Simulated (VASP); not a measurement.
Ir4C, 5 atoms in the cell. The cell holds a slab with vacuum, 5 atoms: a = 2.737 Å, b = 3.870 Å, c = 19.460 Å, α = 90.00°, β = 90.00°, γ = 90.00°. 

* Program: VASP 6.6.1
* Task: single point
* Functional: PBE
* Potentials or basis: VASP PAW PBE potentials, release 64 (Ir, C)
* Cutoff: 520 eV
* k mesh: 10 × 7 × 1
* Occupations: gaussian, width 0.1 eV
* Spin: no spin polarisation
* Dipole correction: yes
* Further INCAR settings: ALGO = Normal; EDIFF = 1e-06; NBANDS = 28

Potentials or basis: VASP PAW PBE potentials, release 64 (Ir, C).

Launch:

```sh
$ cat potpaw_PBE.64/Ir/POTCAR potpaw_PBE.64/C/POTCAR > POTCAR
$ mpirun -np 1 vasp_std > vasp.out
```

Hardware: 1 thread of Intel Xeon 8259CL, on a shared host.

Estimate the wall time of this run.

Run time: 13 min on 1 thread of Intel Xeon 8259CL (shared host), peak memory 0.4 GiB. Counts: scf iterations 30, k points 36.
